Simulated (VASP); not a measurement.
# RbCl (rocksalt type) (Fm-3m) in VASP: a series of runs

RbCl (rocksalt type) is run at these levels: LDA, PBEsol, r2SCAN; tasks: electric field gradients.

Program: VASP 6.6.1. These are calculated values, not measurements. Logs are shortened: lines on timing, memory, paths and dates and some standing lists are left out, and cuts for length are marked.

### Step 1. The cell of the first run

The structure is cubic, space group Fm-3m (No. 225). The conventional cell has a = 6.698 Å, b = 6.698 Å, c = 6.698 Å, α = 90.00°, β = 90.00°, γ = 90.00°. Rb (site symmetry m-3m) has 6 Cl at 3.35 Å within 4.4 Å. Cl (site symmetry m-3m) has 6 Rb at 3.35 Å within 4.4 Å.

### Step 2. Electric field gradients, LDA

Input file INCAR:

```
SYSTEM = RbCl
PREC = Accurate
ENCUT = 400
EDIFF = 1E-8
ISMEAR = -1
SIGMA = 0.05
LREAL = .False.
LASPH = .True.
NELM = 120
ALGO = Normal
ISIF = 2
LWAVE = .False.
LCHARG = .False.
GGA = CA
LEFG = .True.
NBANDS = 15
GGA_COMPAT = .False.
```

Input file KPOINTS:

```
regular mesh
0
Gamma
  10 10 10
  0 0 0
```

Input file POSCAR:

```
RbCl
1.0
    0.0000000000      3.3489618109      3.3489618109
    3.3489618109      0.0000000000      3.3489618109
    3.3489618109      3.3489618109      0.0000000000
Rb Cl
1 1
Direct
    0.0000000000      0.0000000000      0.0000000000
    0.5000000000      0.5000000000      0.5000000000
```

Potentials or basis: VASP PAW LDA potentials, release 64 (Rb_sv, Cl).

Launch:

```
$ cat potpaw_LDA.64/Rb_sv/POTCAR potpaw_LDA.64/Cl/POTCAR > POTCAR
$ mpirun -np 1 vasp_std > vasp.out
```

OUTCAR:

```text
SYSTEM = RbCl
   PREC = Accurate
   ENCUT = 400
   EDIFF = 1E-8
   ISMEAR = -1
   LREAL = .False.
   LASPH = .True.
   NELM = 120
   ISIF = 2
   GGA = CA

 ion  position               nearest neighbor table
   1  0.000  0.000  0.000-   2 3.35   2 3.35   2 3.35   2 3.35   2 3.35   2 3.35
   2  0.500  0.500  0.500-   1 3.35   1 3.35   1 3.35   1 3.35   1 3.35   1 3.35

  LATTYP: Found a face centered cubic cell.
 ALAT       =     6.6979236218

  Lattice vectors:

 A1 = (   0.0000000000,   3.3489618109,   3.3489618109)
 A2 = (   3.3489618109,   0.0000000000,   3.3489618109)
 A3 = (   3.3489618109,   3.3489618109,   0.0000000000)

Analysis of symmetry for initial positions (statically):
=====================================================================
 Subroutine PRICEL returns:
 Original cell was already a primitive cell.

 Routine SETGRP: Setting up the symmetry group for a
 face centered cubic supercell.

 Subroutine GETGRP returns: Found 48 space group operations
 (whereof 48 operations were pure point group operations)
 out of a pool of 48 trial point group operations.

The static configuration has the point symmetry O_h .

Analysis of symmetry for dynamics (positions and initial velocities):
=====================================================================
 Subroutine PRICEL returns:
 Original cell was already a primitive cell.

 Routine SETGRP: Setting up the symmetry group for a
 face centered cubic supercell.

 Subroutine GETGRP returns: Found 48 space group operations
 (whereof 48 operations were pure point group operations)
 out of a pool of 48 trial point group operations.

The dynamic configuration has the point symmetry O_h .

 Subroutine INISYM returns: Found 48 space group operations
 (whereof 48 operations are pure point group operations),
 and found     1 'primitive' translations

----------------------------------------------------------------------------------------

                                     Primitive cell

  volume of cell :      75.1209

  direct lattice vectors                    reciprocal lattice vectors
     0.000000000  3.348961811  3.348961811    -0.149300000  0.149300000  0.149300000
     3.348961811  0.000000000  3.348961811     0.149300000 -0.149300000  0.149300000
     3.348961811  3.348961811  0.000000000     0.149300000  0.149300000 -0.149300000

[... 135 lines left out ...]
 Fermi energy:        -1.2642621948

 k-point     1 :       0.0000    0.0000    0.0000
  band No.  band energies     occupation
      1     -26.2412      2.00000
      2     -14.1911      2.00000
      3     -10.3543      2.00000
      4     -10.3543      2.00000
      5     -10.3543      2.00000
      6      -2.3345      2.00000
      7      -2.3345      2.00000
      8      -2.3345      2.00000
      9       2.0697      0.00000
     10       5.3412      0.00000
     11       5.3412      0.00000
     12       5.3412      0.00000
     13       6.3452      0.00000
     14       6.3452      0.00000
[... 401 lines left out ...]
      2     -14.1781      2.00000
      3     -10.4690      2.00000
      4     -10.4212      2.00000
      5     -10.4195      2.00000
      6      -2.8326      2.00000
      7      -2.4808      2.00000
      8      -2.4553      2.00000
      9       3.9174      0.00000
     10       4.3637      0.00000
     11       7.2710      0.00000
     12       7.3057      0.00000
     13       7.8541      0.00000
     14       7.9421      0.00000
     15       8.6494      0.00000

 [... further k-points ...]

------------------------ aborting loop because EDIFF is reached ----------------------------------------

  FORCE on cell =-STRESS in cart. coord.  units (eV):
  Direction    XX          YY          ZZ          XY          YZ          ZX
  --------------------------------------------------------------------------------------
  -------------------------------------------------------------------------------------
  Total       -1.0268533     -1.0268533     -1.0268533      0.0000000      0.0000000      0.0000000
  in kB      -21.9007197    -21.9007197    -21.9007197      0.0000000      0.0000000      0.0000000
  external PRESSURE =     -21.9007197 kB  Pullay stress =       0.0000000 kB

 VOLUME and BASIS-vectors are now :
 -----------------------------------------------------------------------------
  energy-cutoff  :      400.00
  volume of cell :       75.12
      direct lattice vectors                 reciprocal lattice vectors
     0.000000000  3.348961811  3.348961811    -0.149300000  0.149300000  0.149300000
     3.348961811  0.000000000  3.348961811     0.149300000 -0.149300000  0.149300000
     3.348961811  3.348961811  0.000000000     0.149300000  0.149300000 -0.149300000

 POSITION                                       TOTAL-FORCE (eV/Angst)
 -----------------------------------------------------------------------------------
      0.00000      0.00000      0.00000         0.000000     -0.000000     -0.000000
      3.34896      3.34896      3.34896        -0.000000      0.000000      0.000000
 -----------------------------------------------------------------------------------
    total drift:                                0.000000     -0.000000     -0.000000

  FREE ENERGIE OF THE ION-ELECTRON SYSTEM (eV)
  ---------------------------------------------------
  free  energy   TOTEN  =        -7.1894170421 eV

  energy  without entropy=       -7.1894170419  energy(sigma->0) =       -7.18941704

 Electric field gradients (V/A^2)
---------------------------------------------------------------------
 ion       V_xx      V_yy      V_zz      V_xy      V_xz      V_yz
---------------------------------------------------------------------
   1      -0.000    -0.000    -0.000    -0.000    -0.000    -0.000
   2       0.000    -0.000     0.000     0.001     0.001     0.001
---------------------------------------------------------------------

 Electric field gradients after diagonalization (V/A^2)
 (convention: |V_zz| > |V_xx| > |V_yy|)
----------------------------------------------------------------------
 ion       V_xx      V_yy      V_zz     asymmetry (V_yy - V_xx)/ V_zz
----------------------------------------------------------------------
   1       0.000     0.000    -0.000       0.000
   2      -0.001    -0.001     0.001       0.000
----------------------------------------------------------------------

           NMR quadrupolar parameters

 Cq : quadrupolar parameter    Cq=e*Q*V_zz/h
 eta: asymmetry parameters     (V_yy - V_xx)/ V_zz
 Q  : nuclear electric quadrupole moment in mb (millibarn)
----------------------------------------------------------------------
 ion       Cq(MHz)       eta       Q (mb)
----------------------------------------------------------------------
   1      -0.000       0.000       1.000
   2       0.000       0.000       1.000
----------------------------------------------------------------------
```

stdout:

```text
POSCAR found type information on POSCAR RbCl
 POSCAR found :  2 types and       2 ions
 scaLAPACK will be used
 LDA part: xc-table for (Slater(with rela. corr.)+CA(PZ))
 , standard interpolation
 POSCAR, INCAR and KPOINTS ok, starting setup
 FFT: planning ... GRIDC
 FFT: planning ... GRID_SOFT
 FFT: planning ... GRID
 WAVECAR not read
 entering main loop
ion   1

ion   2
```

Run time: 16 s. Hardware: 1 thread of Intel Xeon 6975P-C (Granite Rapids), shared host; peak memory 0.16 GiB.

Results:

```
Free energy                             : -7.1894 eV
Pressure                                : -2.2 GPa
Band gap on the k mesh                  : 4.40 eV
Largest electric field gradient by atom : zero within the noise of the run
```

A k mesh can miss the band edges.

### Step 3. Electric field gradients, PBEsol

Input file INCAR:

```
  PREC = Accurate
  ENCUT = 400
  EDIFF = 1E-8
  ISMEAR = -1
  SIGMA = 0.05
  LREAL = False
  LASPH = True
  NELM = 120
  ALGO = Normal
  ISIF = 2
  LWAVE = False
  LCHARG = False
  GGA = PS
  LEFG = True
  NBANDS = 15
  GGA_COMPAT = False
```

Input file KPOINTS:

```
Automatic mesh
0
Gamma
  10 10 10
```

POSCAR is that of step 2.

Potentials or basis: VASP PAW PBE potentials, release 64 (Rb_sv, Cl).

Launch:

```
$ cat potpaw_PBE.64/Rb_sv/POTCAR potpaw_PBE.64/Cl/POTCAR > POTCAR
$ mpirun -np 1 vasp_std > vasp.out
```

OUTCAR:

```text
PREC = Accurate
   ENCUT = 400
   EDIFF = 1E-8
   ISMEAR = -1
   LREAL = False
   LASPH = True
   NELM = 120
   ISIF = 2
   GGA = PS

 ion  position               nearest neighbor table
   1  0.000  0.000  0.000-   2 3.35   2 3.35   2 3.35   2 3.35   2 3.35   2 3.35
   2  0.500  0.500  0.500-   1 3.35   1 3.35   1 3.35   1 3.35   1 3.35   1 3.35

  LATTYP: Found a face centered cubic cell.
 ALAT       =     6.6979236218

  Lattice vectors:

 A1 = (   0.0000000000,   3.3489618109,   3.3489618109)
 A2 = (   3.3489618109,   0.0000000000,   3.3489618109)
 A3 = (   3.3489618109,   3.3489618109,   0.0000000000)

Analysis of symmetry for initial positions (statically):
=====================================================================
 Subroutine PRICEL returns:
 Original cell was already a primitive cell.

 Routine SETGRP: Setting up the symmetry group for a
 face centered cubic supercell.

 Subroutine GETGRP returns: Found 48 space group operations
 (whereof 48 operations were pure point group operations)
 out of a pool of 48 trial point group operations.

The static configuration has the point symmetry O_h .

Analysis of symmetry for dynamics (positions and initial velocities):
=====================================================================
 Subroutine PRICEL returns:
 Original cell was already a primitive cell.

 Routine SETGRP: Setting up the symmetry group for a
 face centered cubic supercell.

 Subroutine GETGRP returns: Found 48 space group operations
 (whereof 48 operations were pure point group operations)
 out of a pool of 48 trial point group operations.

[... 574 lines left out ...]
      5     -10.2620      2.00000
      6      -2.6110      2.00000
      7      -2.2756      2.00000
      8      -2.2517      2.00000
      9       4.3568      0.00000
     10       4.8228      0.00000
     11       7.5849      0.00000
     12       7.7274      0.00000
     13       8.2571      0.00000
     14       8.3209      0.00000
     15       8.9884      0.00000

 [... further k-points ...]

------------------------ aborting loop because EDIFF is reached ----------------------------------------

  FORCE on cell =-STRESS in cart. coord.  units (eV):
  Direction    XX          YY          ZZ          XY          YZ          ZX
  --------------------------------------------------------------------------------------
  -------------------------------------------------------------------------------------
  Total       -0.4471945     -0.4471945     -0.4471945      0.0000000     -0.0000000      0.0000000
  in kB       -9.5377618     -9.5377618     -9.5377618      0.0000000     -0.0000000      0.0000000
  external PRESSURE =      -9.5377618 kB  Pullay stress =       0.0000000 kB

 VOLUME and BASIS-vectors are now :
 -----------------------------------------------------------------------------
  energy-cutoff  :      400.00
  volume of cell :       75.12
      direct lattice vectors                 reciprocal lattice vectors
     0.000000000  3.348961811  3.348961811    -0.149300000  0.149300000  0.149300000
     3.348961811  0.000000000  3.348961811     0.149300000 -0.149300000  0.149300000
     3.348961811  3.348961811  0.000000000     0.149300000  0.149300000 -0.149300000

 POSITION                                       TOTAL-FORCE (eV/Angst)
 -----------------------------------------------------------------------------------
      0.00000      0.00000      0.00000        -0.000000      0.000000      0.000000
      3.34896      3.34896      3.34896         0.000000     -0.000000     -0.000000
 -----------------------------------------------------------------------------------
    total drift:                                0.000000     -0.000000     -0.000000

  FREE ENERGIE OF THE ION-ELECTRON SYSTEM (eV)
  ---------------------------------------------------
  free  energy   TOTEN  =        -6.8804838112 eV

  energy  without entropy=       -6.8804838111  energy(sigma->0) =       -6.88048381

 Electric field gradients (V/A^2)
---------------------------------------------------------------------
 ion       V_xx      V_yy      V_zz      V_xy      V_xz      V_yz
---------------------------------------------------------------------
   1      -0.000    -0.000     0.000    -0.000    -0.000    -0.000
   2       0.000     0.000     0.000    -0.001    -0.001    -0.001
---------------------------------------------------------------------

 Electric field gradients after diagonalization (V/A^2)
 (convention: |V_zz| > |V_xx| > |V_yy|)
----------------------------------------------------------------------
 ion       V_xx      V_yy      V_zz     asymmetry (V_yy - V_xx)/ V_zz
----------------------------------------------------------------------
   1       0.000     0.000    -0.000       0.000
   2       0.001     0.001    -0.002       0.000
----------------------------------------------------------------------

           NMR quadrupolar parameters

 Cq : quadrupolar parameter    Cq=e*Q*V_zz/h
 eta: asymmetry parameters     (V_yy - V_xx)/ V_zz
 Q  : nuclear electric quadrupole moment in mb (millibarn)
----------------------------------------------------------------------
 ion       Cq(MHz)       eta       Q (mb)
----------------------------------------------------------------------
   1      -0.000       0.000       1.000
   2      -0.000       0.000       1.000
----------------------------------------------------------------------
```

stdout:

```text
POSCAR found type information on POSCAR RbCl
 POSCAR found :  2 types and       2 ions
 scaLAPACK will be used
 -----------------------------------------------------------------------------
|                                                                             |
|                                                                             |
|     You enforced a specific xc type in the INCAR file but a different       |
|     I HOPE YOU KNOW WHAT YOU ARE DOING!                                     |
|                                                                             |
 -----------------------------------------------------------------------------

 LDA part: xc-table for (Slater+PW92), standard interpolation
 POSCAR, INCAR and KPOINTS ok, starting setup
 FFT: planning ... GRIDC
 FFT: planning ... GRID_SOFT
 FFT: planning ... GRID
 WAVECAR not read
 entering main loop
ion   1

ion   2
```

Wall time 17 s (1 thread of Intel Xeon 6975P-C (Granite Rapids), shared host); peak memory 0.18 GiB.

What came out:

- Free energy: -6.8805 eV
- Pressure: -1.0 GPa
- Band gap on the k mesh: 4.70 eV
- Largest electric field gradient by atom: zero within the noise of the run

Levels at points of the mesh, in eV from the valence-band top:
| k point | band 6 | band 7 | band 8 | band 9 | band 10 | band 11 |
| --- | --- | --- | --- | --- | --- | --- |
| (0.00, 0.00, 0.00) | 0.00 | 0.00 | 0.00 | 4.70 | 7.88 | 7.88 |
| (0.50, 0.00, 0.00) | -0.81 | -0.30 | -0.30 | 7.43 | 7.68 | 9.90 |
| (0.50, 0.50, 0.00) | -0.33 | -0.11 | -0.11 | 6.13 | 7.72 | 9.28 |

Caveat: the PAW data sets were made with another functional, which shifts forces and pressure a little. A k mesh can miss the band edges.

(Part 1 of 2 ends here.)
